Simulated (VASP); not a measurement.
# BN (zincblende type) (F-43m) in VASP: further runs

BN (zincblende type) is run at these levels: PBEsol; tasks: relaxation of cell and atoms, single point.

Program: VASP 6.6.1. These are calculated values, not measurements. Logs are shortened: lines on timing, memory, paths and dates and some standing lists are left out, and cuts for length are marked.

## 1. The cell of the first run

Symmetry: F-43m, No. 216, cubic system. The conventional cell has a = 4.309 Å, b = 4.309 Å, c = 4.309 Å, α = 90.00°, β = 90.00°, γ = 90.00°. B (site symmetry -43m) has 4 N at 1.87 Å within 2.5 Å. Within 2.5 Å of N (site symmetry -43m) lie 4 B at 1.87 Å.

## 2. Relaxation of cell and atoms, PBEsol

Contents of INCAR:

```
PREC = Accurate ; ENCUT = 600
EDIFF = 1E-6 ; ISMEAR = -1
SIGMA = 0.08 ; LREAL = False
LASPH = True ; NELM = 80
ALGO = Normal ; ISIF = 3
LWAVE = False ; LCHARG = False
GGA = PS ; IBRION = 2
NSW = 60 ; EDIFFG = -0.005
```

Contents of KPOINTS:

```
regular mesh
0
Gamma
  17 17 17
```

Contents of POSCAR:

```
BN
1.0
    0.0000000000      2.1544346900      2.1544346900
    2.1544346900      0.0000000000      2.1544346900
    2.1544346900      2.1544346900      0.0000000000
B N
1 1
Direct
    0.0000000000      0.0000000000      0.0000000000
    0.2500000000      0.2500000000      0.2500000000
```

Potentials or basis: VASP PAW PBE potentials, release 64 (B, N).

Run with:

```sh
$ cat potpaw_PBE.64/B/POTCAR potpaw_PBE.64/N/POTCAR > POTCAR
$ mpirun -np 1 vasp_std > vasp.out
```

OUTCAR:

```text
PREC = Accurate
   ENCUT = 600
   EDIFF = 1E-6
   ISMEAR = -1
   LREAL = False
   LASPH = True
   NELM = 80
   ISIF = 3
   GGA = PS
   IBRION = 2
   NSW = 60
   EDIFFG = -0.005

 ion  position               nearest neighbor table
   1  0.000  0.000  0.000-   2 1.87   2 1.87   2 1.87   2 1.87
   2  0.250  0.250  0.250-   1 1.87   1 1.87   1 1.87   1 1.87

  LATTYP: Found a face centered cubic cell.
 ALAT       =     4.3088693800

  Lattice vectors:

 A1 = (   0.0000000000,   2.1544346900,   2.1544346900)
 A2 = (   2.1544346900,   0.0000000000,   2.1544346900)
 A3 = (   2.1544346900,   2.1544346900,   0.0000000000)

Analysis of symmetry for initial positions (statically):
=====================================================================
 Subroutine PRICEL returns:
 Original cell was already a primitive cell.

 Routine SETGRP: Setting up the symmetry group for a
 face centered cubic supercell.

 Subroutine GETGRP returns: Found 24 space group operations
 (whereof 24 operations were pure point group operations)
 out of a pool of 48 trial point group operations.

The static configuration has the point symmetry T_d .

Analysis of symmetry for dynamics (positions and initial velocities):
=====================================================================
 Subroutine PRICEL returns:
 Original cell was already a primitive cell.

 Routine SETGRP: Setting up the symmetry group for a
 face centered cubic supercell.

 Subroutine GETGRP returns: Found 24 space group operations
 (whereof 24 operations were pure point group operations)
 out of a pool of 48 trial point group operations.

The dynamic configuration has the point symmetry T_d .

 Subroutine INISYM returns: Found 24 space group operations
 (whereof 24 operations are pure point group operations),
 and found     1 'primitive' translations

----------------------------------------------------------------------------------------

                                     Primitive cell

  volume of cell :      20.0000

  direct lattice vectors                    reciprocal lattice vectors
     0.000000000  2.154434690  2.154434690    -0.232079442  0.232079442  0.232079442
     2.154434690  0.000000000  2.154434690     0.232079442 -0.232079442  0.232079442
     2.154434690  2.154434690  0.000000000     0.232079442  0.232079442 -0.232079442

  length of vectors
     3.046830758  3.046830758  3.046830758     0.401973384  0.401973384  0.401973384

  position of ions in fractional coordinates (direct lattice)
     0.000000000  0.000000000  0.000000000
     0.250000000  0.250000000  0.250000000

[... 30 lines left out ...]

 Following reciprocal coordinates:
            Coordinates               Weight
  0.000000  0.000000  0.000000      1.000000
  0.058824  0.000000  0.000000      8.000000
  0.117647  0.000000  0.000000      8.000000
  0.176471  0.000000  0.000000      8.000000
  0.235294  0.000000  0.000000      8.000000
  0.294118  0.000000  0.000000      8.000000
[... 16 lines left out ...]
 -0.176471  0.058824  0.000000     24.000000
 -0.117647  0.058824  0.000000     24.000000
 [... further k-points ...]
   k-points           NKPTS =    165   k-points in BZ     NKDIM =    165   number of bands    NBANDS=      8
   number of dos      NEDOS =    301   number of ions     NIONS =      2
   total plane-waves  NPLWV =  13824
   dimension x,y,z NGX =    24 NGY =   24 NGZ =   24
   dimension x,y,z NGXF=    48 NGYF=   48 NGZF=   48
   ions per type =               1   1
   NGX,Y,Z   is equivalent  to a cutoff of  13.10, 13.10, 13.10 a.u.
   NGXF,Y,Z  is equivalent  to a cutoff of  26.19, 26.19, 26.19 a.u.
 SYSTEM =  unknown system
   PREC   = accura    normal or accurate (medium, high low for compatibility)
   ISTART =      0    job   : 0-new  1-cont  2-samecut
   ICHARG =      2    charge: 1-file 2-atom 10-const
   ISPIN  =      1    spin polarized calculation?
   LNONCOLLINEAR =      F non collinear calculations
   LSORBIT =      F    spin-orbit coupling
   LASPH  =      T    aspherical Exc in radial PAW
   ENCUT  =  600.0 eV  44.10 Ry    6.64 a.u.   6.09  6.09  6.09*2*pi/ulx,y,z
   NELM   =     80;   NELMIN=  2; NELMDL= -5     # of ELM steps
   EDIFF  = 0.1E-05   stopping-criterion for ELM
   LREAL  =      F    real-space projection
   EDIFFG = -.5E-02   stopping-criterion for IOM
   NSW    =     60    number of steps for IOM
   IBRION =      2    ionic relax: 0-MD 1-quasi-New 2-CG
   NFREE  =      1    steps in history (QN), initial steepest desc. (CG)
   ISIF   =      3    stress and relaxation
   ISYM   =      2    0-nonsym 1-usesym 2-fastsym
   POTIM  = 0.5000    time-step for ionic-motion
   TEBEG  =    0.0;   TEEND  =   0.0 temperature during run
   PSTRESS=    0.0 pullay stress
   NELECT =       8.0000    total number of electrons
   NUPDOWN=      -1.0000    fix difference up-down
   EMIN   =  10.00;   EMAX   =-10.00  energy-range for DOS
   EFERMI =   0.00;   METHOD = LEGACY
   ISMEAR =    -1;   SIGMA  =   0.08  broadening in eV -4-tet -1-fermi 0-gaus
   EFERMI_NEDOS =   21; number of points for ismear=-14 and -15
   IALGO  =     38    algorithm
   IMIX   =      4    mixing-type and parameters
     AMIX     =   0.40;   BMIX     =  1.00
     AMIX_MAG =   1.60;   BMIX_MAG =  1.00
  volume/ion in A,a.u.               =      10.00        67.48
  Fermi-wavevector in a.u.,A,eV,Ry     =   1.206225  2.279434 19.796173  1.454978
  Thomas-Fermi vector in A             =   2.341898
   LORBIT       =      0    0 simple, 1 ext, 2 COOP (PROOUT), +10 PAW based schemes
   GGA     = PS    functional components
   LHFCALC =     F    Hartree Fock is set to
   AEXX    =    0.0000 exact exchange contribution
   IVDW    =     0    specifies the selected vdW correction
   LEPSILON=     F    determine dielectric tensor
   LRPA    =     F    only Hartree local field effects (RPA)
 conjugate gradient relaxation of ions
 non-spin polarized calculation
  energy-cutoff  :      600.00
  volume of cell :       20.00
 maximum number of plane-waves:       682
   NGX = 13   NGY = 13   NGZ = 13

--------------------------------------- Ionic step        1  -------------------------------------------

 number of electron       7.9999999 magnetization

 Free energy of the ion-electron system (eV)
  ---------------------------------------------------
  ext. energy  EPLUGINS =         0.00000000
  ---------------------------------------------------
  free energy    TOTEN  =       -15.41468163 eV

  energy without entropy =      -15.41468163  energy(sigma->0) =      -15.41468163

 E-fermi :   3.6399     XC(G=0): -10.6165

 val. band max:        2.1001644528   @ k =   0.0000   0.0000   0.0000
 cond. band min:       5.2306844487   @ k =   0.0000   0.0000   0.0000
 fundamental gap:      3.1305199958
 Fermi energy:         3.6399485392
[... 716 lines left out ...]
--------------------------------------- Ionic step        6  -------------------------------------------

 number of electron       8.0000000 magnetization

 Free energy of the ion-electron system (eV)
  ---------------------------------------------------
  ext. energy  EPLUGINS =         0.00000000
  ---------------------------------------------------
  free energy    TOTEN  =       -18.36567405 eV

  energy without entropy =      -18.36567404  energy(sigma->0) =      -18.36567404

 E-fermi :   8.8772     XC(G=0): -13.0451

 val. band max:        7.4356426135   @ k =   0.0000   0.0000   0.0000
 cond. band min:      11.7619454250   @ k =   0.4706   0.4706   0.0000
 fundamental gap:      4.3263028115
 Fermi energy:         8.8771866007
[... 293 lines left out ...]
  FREE ENERGIE OF THE ION-ELECTRON SYSTEM (eV)
  ---------------------------------------------------
  free  energy   TOTEN  =       -18.3656740450 eV

  energy  without entropy=      -18.3656740449  energy(sigma->0) =      -18.36567404

 reached required accuracy - stopping structural energy minimisation
```

OSZICAR:

```text
N       E                     dE             d eps       ncg     rms          rms(c)
DAV:   1     0.145291259907E+02    0.14529E+02   -0.49651E+03  2664   0.105E+03
DAV:   2    -0.155015423151E+02   -0.30031E+02   -0.28696E+02  4168   0.163E+02
[... 42 lines left out ...]
   5 F= -.18365435E+02 E0= -.18365435E+02  d E =-.194909E-04
       N       E                     dE             d eps       ncg     rms          rms(c)
DAV:   1    -0.183659570134E+02   -0.52177E-03   -0.88396E-03  2872   0.100E+00    0.122E-01
DAV:   2    -0.183656898448E+02    0.26717E-03   -0.12337E-03  3480   0.306E-01    0.329E-02
DAV:   3    -0.183656774987E+02    0.12346E-04   -0.31510E-05  3080   0.607E-02    0.132E-02
DAV:   4    -0.183656739831E+02    0.35156E-05   -0.55145E-06  3112   0.215E-02    0.378E-03
DAV:   5    -0.183656740450E+02   -0.61936E-07   -0.14322E-07  1320   0.386E-03
   6 F= -.18365674E+02 E0= -.18365674E+02  d E =-.258771E-03
```

CONTCAR:

```text
BN
   1.00000000000000
    -0.0000000000000000    1.8040054403823256    1.8040054403823254
     1.8040054403823254   -0.0000000000000000    1.8040054403823254
     1.8040054403823254    1.8040054403823256   -0.0000000000000000
  B               N
     1     1
Direct
     0.0000000000000000    0.0000000000000000    0.0000000000000000
     0.2500000000000000    0.2500000000000000    0.2500000000000000

  0.00000000E+00  0.00000000E+00  0.00000000E+00
  0.00000000E+00  0.00000000E+00  0.00000000E+00
```

It took 25 s on 1 thread of Intel Xeon 6975P-C (Granite Rapids), shared host; peak memory 0.15 GiB.

What came out:

* Free energy: -18.3657 eV
* Relaxed volume: 5.87 Å³/atom
* Relaxed cell: a = 2.551 Å, b = 2.551 Å, c = 2.551 Å, α = 60.00°, β = 60.00°, γ = 60.00°
* Space group after relaxing (to 0.05 Å): F-43m (No. 216)
* Energy gained by relaxing: 1475.5 meV/atom
* Ionic steps: 6
* Pressure after relaxing: 0.0 GPa
* Band gap on the k mesh: 4.33 eV, indirect (least direct gap 8.79 eV)

The path:
```tsv
step	energy change (eV)	largest force (eV/Å)	pressure (GPa)	volume (Å³)
1	0.0000	0.0000	-73.94	20.00
2	-2.1552	0.0000	128.92	9.39
3	-2.9503	0.0000	-2.77	11.83
4	-2.9507	0.0000	1.68	11.69
5	-2.9508	0.0000	-1.58	11.79
6	-2.9510	0.0000	0.01	11.74
```

Final structure:
```yaml
crystal:
  lattice:
    - [0.00000, 1.80401, 1.80401]
    - [1.80401, 0.00000, 1.80401]
    - [1.80401, 1.80401, 0.00000]
  atoms:
    - { symbol: B, position: [0.00000, 0.00000, 0.00000] }
    - { symbol: N, position: [0.25000, 0.25000, 0.25000] }
```

Levels at points of the mesh, in eV from the valence-band top:
| k point | band 2 | band 3 | band 4 | band 5 | band 6 | band 7 |
| --- | --- | --- | --- | --- | --- | --- |
| (0.00, 0.00, 0.00) | 0.00 | 0.00 | 0.00 | 8.79 | 8.79 | 8.79 |

Caveat: the volume moved by over 15 % at a fixed basis, so the end points are rough; the PAW data sets were made with another functional, which shifts forces and pressure a little. PBEsol gaps usually lie below the measured ones, often by a third to a half.

## 3. Single point, PBEsol (volume scaled by 0.55)

Contents of INCAR:

```
ALGO     = Normal         # electronic algorithm
EDIFF    = 1E-7           # SCF threshold, eV
ENCUT    = 520            # plane-wave cutoff, eV
GGA      = PS             # functional
ISIF     = 2              # what is computed and relaxed
ISMEAR   = -1             # smearing method
LASPH    = True           # aspherical terms in the spheres
LCHARG   = True           # write CHGCAR
LELF     = True           # ELF
LREAL    = False          # projectors in reciprocal space
LVHAR    = True         
LWAVE    = False          # write WAVECAR
NBANDS   = 11             # bands
NELM     = 60             # most SCF steps
PREC     = Accurate       # precision mode
SIGMA    = 0.08           # smearing width, eV
```

Contents of KPOINTS:

```
k-points
0
Gamma
  17 17 17
```

Contents of POSCAR:

```
BN
1.0
    0.0000000000      1.4770923921      1.4770923921
    1.4770923921      0.0000000000      1.4770923921
    1.4770923921      1.4770923921      0.0000000000
B N
1 1
Direct
    0.0000000000      0.0000000000      0.0000000000
    0.2500000000      0.2500000000      0.2500000000
```

Potentials or basis: VASP PAW PBE potentials, release 64 (B, N).

Run with:

```sh
$ cat potpaw_PBE.64/B/POTCAR potpaw_PBE.64/N/POTCAR > POTCAR
$ mpirun -np 1 vasp_std > vasp.out
```

OUTCAR:

```text
EDIFF = 1E-7
   ENCUT = 520
   GGA = PS
   ISIF = 2
   ISMEAR = -1
   LASPH = True
   LREAL = False
   NELM = 60
   PREC = Accurate

 ion  position               nearest neighbor table
   1  0.000  0.000  0.000-   2 1.28   2 1.28   2 1.28   2 1.28
   2  0.250  0.250  0.250-   1 1.28   1 1.28   1 1.28   1 1.28

  LATTYP: Found a face centered cubic cell.
 ALAT       =     2.9541847842

  Lattice vectors:

 A1 = (   0.0000000000,   1.4770923921,   1.4770923921)
 A2 = (   1.4770923921,   0.0000000000,   1.4770923921)
 A3 = (   1.4770923921,   1.4770923921,   0.0000000000)

Analysis of symmetry for initial positions (statically):
=====================================================================
 Subroutine PRICEL returns:
 Original cell was already a primitive cell.

 Routine SETGRP: Setting up the symmetry group for a
 face centered cubic supercell.

 Subroutine GETGRP returns: Found 24 space group operations
 (whereof 24 operations were pure point group operations)
 out of a pool of 48 trial point group operations.

The static configuration has the point symmetry T_d .

Analysis of symmetry for dynamics (positions and initial velocities):
=====================================================================
 Subroutine PRICEL returns:
 Original cell was already a primitive cell.

 Routine SETGRP: Setting up the symmetry group for a
 face centered cubic supercell.

 Subroutine GETGRP returns: Found 24 space group operations
 (whereof 24 operations were pure point group operations)
 out of a pool of 48 trial point group operations.

The dynamic configuration has the point symmetry T_d .

 Subroutine INISYM returns: Found 24 space group operations
 (whereof 24 operations are pure point group operations),
 and found     1 'primitive' translations

----------------------------------------------------------------------------------------

                                     Primitive cell

  volume of cell :       6.4454
[... 110 lines left out ...]
  volume/ion in A,a.u.               =       3.22        21.75
  Fermi-wavevector in a.u.,A,eV,Ry     =   1.759356  3.324702 42.114590  3.095335
  Thomas-Fermi vector in A             =   2.828335
   LORBIT       =      0    0 simple, 1 ext, 2 COOP (PROOUT), +10 PAW based schemes
   GGA     = PS    functional components
   LHFCALC =     F    Hartree Fock is set to
   AEXX    =    0.0000 exact exchange contribution
   IVDW    =     0    specifies the selected vdW correction
   LEPSILON=     F    determine dielectric tensor
   LRPA    =     F    only Hartree local field effects (RPA)
 non-spin polarized calculation
  energy-cutoff  :      520.00
  volume of cell :        6.45
 maximum number of plane-waves:       182
   NGX =  7   NGY =  7   NGZ =  7

 number of electron       8.0000003 magnetization

 Free energy of the ion-electron system (eV)
  ---------------------------------------------------
  ext. energy  EPLUGINS =         0.00000000
  ---------------------------------------------------
  free energy    TOTEN  =       -11.33460842 eV

  energy without entropy =      -11.33460842  energy(sigma->0) =      -11.33460842

 E-fermi :  18.5444     XC(G=0): -16.2353

 val. band max:       16.9426135020   @ k =   0.0000   0.0000   0.0000
 cond. band min:      21.7731262390   @ k =   0.4706   0.4706   0.0000
 fundamental gap:      4.8305127370
 Fermi energy:        18.5443853595

 k-point     1 :       0.0000    0.0000    0.0000
  band No.  band energies     occupation
      1     -12.0106      2.00000
      2      16.9426      2.00000
      3      16.9426      2.00000
      4      16.9426      2.00000
      5      28.5322      0.00000
      6      28.5322      0.00000
      7      28.5322      0.00000
      8      38.9070      0.00000
      9      53.3457      0.00000
     10      53.3457      0.00000
     11      53.8094      0.00000
[... 309 lines left out ...]
 k-point    24 :      -0.1176    0.0588    0.0000
  band No.  band energies     occupation
      1     -11.2092      2.00000
      2      13.3473      2.00000
      3      14.9575      2.00000
      4      16.5021      2.00000
      5      29.3885      0.00000
      6      30.5101      0.00000
      7      31.1757      0.00000
      8      39.4176      0.00000
      9      45.9871      0.00000
     10      47.5070      0.00000
     11      52.6942      0.00000

 [... further k-points ...]
[... 5 lines left out ...]
  --------------------------------------------------------------------------------------
  -------------------------------------------------------------------------------------
  Total       26.9259713     26.9259713     26.9259713     -0.0000000     -0.0000000      0.0000000
  in kB     6693.1256958   6693.1256958   6693.1256958     -0.0000000     -0.0000000      0.0000000
  external PRESSURE =    6693.1256958 kB  Pullay stress =       0.0000000 kB

 VOLUME and BASIS-vectors are now :
 -----------------------------------------------------------------------------
  energy-cutoff  :      520.00
  volume of cell :        6.45
      direct lattice vectors                 reciprocal lattice vectors
     0.000000000  1.477092392  1.477092392    -0.338502861  0.338502861  0.338502861
     1.477092392  0.000000000  1.477092392     0.338502861 -0.338502861  0.338502861
     1.477092392  1.477092392  0.000000000     0.338502861  0.338502861 -0.338502861

 POSITION                                       TOTAL-FORCE (eV/Angst)
 -----------------------------------------------------------------------------------
      0.00000      0.00000      0.00000        -0.000000     -0.000000     -0.000000
      0.73855      0.73855      0.73855         0.000000      0.000000      0.000000
 -----------------------------------------------------------------------------------
    total drift:                               -0.000001     -0.000001     -0.000002

  FREE ENERGIE OF THE ION-ELECTRON SYSTEM (eV)
  ---------------------------------------------------
  free  energy   TOTEN  =       -11.3346084193 eV

  energy  without entropy=      -11.3346084193  energy(sigma->0) =      -11.33460842
```

OSZICAR:

```text
N       E                     dE             d eps       ncg     rms          rms(c)
DAV:   1     0.201292853091E+02    0.20129E+02   -0.58394E+03  3828   0.786E+02
DAV:   2    -0.135215510770E+02   -0.33651E+02   -0.32849E+02  4149   0.203E+02
DAV:   3    -0.139021910278E+02   -0.38064E+00   -0.38025E+00  4272   0.176E+01
DAV:   4    -0.139023706870E+02   -0.17966E-03   -0.17966E-03  3927   0.436E-01
DAV:   5    -0.139023707511E+02   -0.64085E-07   -0.63977E-07  4215   0.838E-03    0.117E+01
DAV:   6    -0.118037145855E+02    0.20987E+01   -0.28397E+00  3972   0.125E+01    0.635E+00
DAV:   7    -0.113616306375E+02    0.44208E+00   -0.78538E-01  4242   0.699E+00    0.294E+00
DAV:   8    -0.113345827248E+02    0.27048E-01   -0.53123E-02  4323   0.199E+00    0.580E-01
DAV:   9    -0.113346135320E+02   -0.30807E-04   -0.62055E-04  3885   0.285E-01    0.148E-01
DAV:  10    -0.113346077672E+02    0.57649E-05   -0.44153E-05  4188   0.556E-02    0.167E-02
DAV:  11    -0.113346083557E+02   -0.58856E-06   -0.12476E-06  4092   0.104E-02    0.107E-02
DAV:  12    -0.113346084193E+02   -0.63570E-07   -0.13502E-07  2595   0.328E-03
   1 F= -.11334608E+02 E0= -.11334608E+02  d E =-.106114E-10
```

stdout:

```text
POSCAR found type information on POSCAR B N
 POSCAR found :  2 types and       2 ions
 scaLAPACK will be used
 -----------------------------------------------------------------------------
|                                                                             |
|                                                                             |
|     You enforced a specific xc type in the INCAR file but a different       |
|     I HOPE YOU KNOW WHAT YOU ARE DOING!                                     |
|                                                                             |
 -----------------------------------------------------------------------------

 LDA part: xc-table for (Slater+PW92), standard interpolation
 POSCAR, INCAR and KPOINTS ok, starting setup
 FFT: planning ... GRIDC
 FFT: planning ... GRID_SOFT
 FFT: planning ... GRID
 WAVECAR not read
 entering main loop
```

Run time: 7.2 s. Hardware: 1 thread of Intel Xeon Platinum 8488C (Sapphire Rapids), shared host; peak memory 0.12 GiB.

The run converged, but its numbers aren't listed here, since they failed a check.

Caveat: the cell differs from its parent crystal (volume scaled by 0.55); the PAW data sets were made with another functional, which shifts forces and pressure a little.

(Continued in part 2 of 2.)
